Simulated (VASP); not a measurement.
# S in VASP: notebook, part 2 of 2

VASP 6.6.1. Earlier steps stand in the parts before.

### 4 Electric field gradients, PBE (shortest bond scaled by 0.94)

The input, INCAR:

```
SYSTEM = S
PREC = Accurate
ENCUT = 520
EDIFF = 1E-8
ISMEAR = -1
SIGMA = 0.05
LREAL = .FALSE.
LASPH = .TRUE.
NELM = 100
ALGO = Normal
ISIF = 2
LWAVE = .FALSE.
LCHARG = .FALSE.
GGA = PE
LEFG = .TRUE.
NBANDS = 13
```

The input, KPOINTS:

```
Automatic mesh
0
G
  9 9 9
  0 0 0
```

The input, POSCAR:

```
S
1.0
    0.0000000000      2.7698291284      2.7698291284
    2.7698291284      0.0000000000      2.7698291284
    2.7698291284      2.7698291284      0.0000000000
S
2
Direct
   -0.1475000000     -0.1175000000     -0.1175000000
    0.1475000000      0.1175000000      0.1175000000
```

Potentials or basis: VASP PAW PBE potentials, release 64 (S).

Command:

```console
cat potpaw_PBE.64/S/POTCAR > POTCAR
mpirun -np 1 vasp_std > vasp.out
```

OUTCAR:

```text
SYSTEM = S
   PREC = Accurate
   ENCUT = 520
   EDIFF = 1E-8
   ISMEAR = -1
   LREAL = .FALSE.
   LASPH = .TRUE.
   NELM = 100
   ISIF = 2
   GGA = PE

 ion  position               nearest neighbor table
   1  0.852  0.883  0.883-   2 2.25   2 2.45   2 2.45   2 2.45
   2  0.148  0.117  0.117-   1 2.25   1 2.45   1 2.45   1 2.45

  LATTYP: Found a face centered cubic cell.
 ALAT       =     5.5396582568

  Lattice vectors:

 A1 = (   0.0000000000,   2.7698291284,   2.7698291284)
 A2 = (   2.7698291284,   0.0000000000,   2.7698291284)
 A3 = (   2.7698291284,   2.7698291284,   0.0000000000)

Analysis of symmetry for initial positions (statically):
=====================================================================
 Subroutine PRICEL returns:
 Original cell was already a primitive cell.

 Routine SETGRP: Setting up the symmetry group for a
 face centered cubic supercell.

 Subroutine GETGRP returns: Found 12 space group operations
 (whereof  4 operations were pure point group operations)
 out of a pool of 48 trial point group operations.

The static configuration has the point symmetry C_2h.
 The point group associated with its full space group is D_3d.

Analysis of symmetry for dynamics (positions and initial velocities):
=====================================================================
 Subroutine PRICEL returns:
 Original cell was already a primitive cell.

 Routine SETGRP: Setting up the symmetry group for a
 face centered cubic supercell.

 Subroutine GETGRP returns: Found 12 space group operations
 (whereof  4 operations were pure point group operations)
 out of a pool of 48 trial point group operations.

The dynamic configuration has the point symmetry C_2h.
 The point group associated with its full space group is D_3d.

 Subroutine INISYM returns: Found 12 space group operations
 (whereof  4 operations are pure point group operations),
 and found     1 'primitive' translations

----------------------------------------------------------------------------------------

                                     Primitive cell

  volume of cell :      42.5000

  direct lattice vectors                    reciprocal lattice vectors
     0.000000000  2.769829128  2.769829128    -0.180516551  0.180516551  0.180516551
     2.769829128  0.000000000  2.769829128     0.180516551 -0.180516551  0.180516551
     2.769829128  2.769829128  0.000000000     0.180516551  0.180516551 -0.180516551

  length of vectors
     3.917129919  3.917129919  3.917129919     0.312663837  0.312663837  0.312663837

  position of ions in fractional coordinates (direct lattice)
     0.852500000  0.882500000  0.882500000
     0.147500000  0.117500000  0.117500000

  ion indices of the primitive-cell ions
   primitive index   ion index
                 1           1
                 2           2

----------------------------------------------------------------------------------------

 KPOINTS: Automatic mesh

Automatic generation of k-mesh.
 Grid dimensions read from file:
 generate k-points for:    9    9    9

[... 82 lines left out ...]
     AMIX     =   0.40;   BMIX     =  1.00
     AMIX_MAG =   1.60;   BMIX_MAG =  1.00
  volume/ion in A,a.u.               =      21.25       143.40
  Fermi-wavevector in a.u.,A,eV,Ry     =   1.074003  2.029572 15.694089  1.153483
  Thomas-Fermi vector in A             =   2.209819
   LORBIT       =      0    0 simple, 1 ext, 2 COOP (PROOUT), +10 PAW based schemes
   GGA     = PE    functional components
   LHFCALC =     F    Hartree Fock is set to
   AEXX    =    0.0000 exact exchange contribution
   IVDW    =     0    specifies the selected vdW correction
   LEPSILON=     F    determine dielectric tensor
   LRPA    =     F    only Hartree local field effects (RPA)
 non-spin polarized calculation
  energy-cutoff  :      520.00
  volume of cell :       42.50
 maximum number of plane-waves:      1158
 NGX is ok and might be reduce to    30
   NGX = 15   NGY = 15   NGZ = 15

 number of electron      11.9999998 magnetization

 Free energy of the ion-electron system (eV)
  ---------------------------------------------------
  ext. energy  EPLUGINS =         0.00000000
  ---------------------------------------------------
  free energy    TOTEN  =        -6.33518903 eV

  energy without entropy =       -6.32437876  energy(sigma->0) =       -6.32978390

 E-fermi :   4.8533     XC(G=0):  -9.2801

 val. band max:        4.8395146520   @ k =  -0.3333   0.3333   0.1111
 cond. band min:       4.8644621915   @ k =  -0.4444   0.2222   0.1111
 fundamental gap:      0.0249475395
 Fermi energy:         4.8533147836

 k-point     1 :       0.0000    0.0000    0.0000
  band No.  band energies     occupation
      1     -11.9513      2.00000
      2      -3.6053      2.00000
      3      -0.3942      2.00000
      4       1.0155      2.00000
      5       1.0155      2.00000
      6       3.3665      2.00000
      7       3.3665      2.00000
      8       4.4519      1.99935
      9      10.5357      0.00000
     10      12.4927      0.00000
     11      12.4927      0.00000
     12      15.1631      0.00000
     13      15.1631      0.00000
[... 354 lines left out ...]
  band No.  band energies     occupation
      1     -10.8418      2.00000
      2      -6.5430      2.00000
      3      -1.2614      2.00000
      4      -0.3087      2.00000
      5       1.2935      2.00000
      6       4.3688      1.99988
      7       5.5080      0.00000
      8       6.4678      0.00000
      9      11.7556      0.00000
     10      12.4418      0.00000
     11      13.2980      0.00000
     12      14.9652      0.00000
     13      16.4724      0.00000

 [... further k-points ...]

------------------------ aborting loop because EDIFF is reached ----------------------------------------

  FORCE on cell =-STRESS in cart. coord.  units (eV):
  Direction    XX          YY          ZZ          XY          YZ          ZX
  --------------------------------------------------------------------------------------
  -------------------------------------------------------------------------------------
  Total        1.7973433      1.7973433      1.7973433      1.2696181     -1.2696181      1.2696181
  in kB       67.7567697     67.7567697     67.7567697     47.8624305    -47.8624305     47.8624305
  external PRESSURE =      67.7567697 kB  Pullay stress =       0.0000000 kB

 VOLUME and BASIS-vectors are now :
 -----------------------------------------------------------------------------
  energy-cutoff  :      520.00
  volume of cell :       42.50
      direct lattice vectors                 reciprocal lattice vectors
     0.000000000  2.769829128  2.769829128    -0.180516551  0.180516551  0.180516551
     2.769829128  0.000000000  2.769829128     0.180516551 -0.180516551  0.180516551
     2.769829128  2.769829128  0.000000000     0.180516551  0.180516551 -0.180516551

 POSITION                                       TOTAL-FORCE (eV/Angst)
 -----------------------------------------------------------------------------------
      4.88875      4.80565      4.80565         1.470744     -1.470744     -1.470744
      0.65091      0.73400      0.73400        -1.470744      1.470744      1.470744
 -----------------------------------------------------------------------------------
    total drift:                               -0.000000     -0.000000     -0.000000

  FREE ENERGIE OF THE ION-ELECTRON SYSTEM (eV)
  ---------------------------------------------------
  free  energy   TOTEN  =        -6.3351890262 eV

  energy  without entropy=       -6.3243787643  energy(sigma->0) =       -6.32978390

 Electric field gradients (V/A^2)
---------------------------------------------------------------------
 ion       V_xx      V_yy      V_zz      V_xy      V_xz      V_yz
---------------------------------------------------------------------
   1      -0.000     0.000     0.000   -47.873   -47.873    47.872
   2      -0.000     0.000     0.000   -47.873   -47.873    47.872
---------------------------------------------------------------------

 Electric field gradients after diagonalization (V/A^2)
 (convention: |V_zz| > |V_xx| > |V_yy|)
----------------------------------------------------------------------
 ion       V_xx      V_yy      V_zz     asymmetry (V_yy - V_xx)/ V_zz
----------------------------------------------------------------------
   1     -47.873   -47.872    95.745       0.000
   2     -47.873   -47.872    95.745       0.000
----------------------------------------------------------------------

           NMR quadrupolar parameters

 Cq : quadrupolar parameter    Cq=e*Q*V_zz/h
 eta: asymmetry parameters     (V_yy - V_xx)/ V_zz
 Q  : nuclear electric quadrupole moment in mb (millibarn)
----------------------------------------------------------------------
 ion       Cq(MHz)       eta       Q (mb)
----------------------------------------------------------------------
   1       0.232       0.000       1.000
   2       0.232       0.000       1.000
----------------------------------------------------------------------
```

Wall time 53 s (1 thread of Intel Xeon Platinum 8488C (Sapphire Rapids), shared host); peak memory 0.17 GiB.

Results:

```yaml
Free_energy: -6.3352 eV
Pressure: 6.8 GPa
Largest_force: 2.547 eV/Å
Band_gap_on_the_k_mesh: zero (bands 6 and 7 overlap by 2.01 eV)
Largest_electric_field_gradient_by_atom: S +95.7 V/Å²
```

Forces in eV/Å, atoms in the order of the input:
```
S    1.471 -1.471 -1.471
S   -1.471  1.471  1.471
```

Electric field gradients, principal values (V/Å²):
```csv
atom,least,middle,greatest (by size)
1 S,-47.872,-47.873,95.745
2 S,-47.872,-47.873,95.745
```

Caveat: the cell differs from its parent crystal (shortest bond scaled by 0.94); the cell stands under pressure; without QUAD_EFG the Cq values of the log hold for a quadrupole moment of 1 mb, not for the nuclei; forces of over 1 eV/Å act on the atoms, so gaps and moduli don't describe the material at rest.
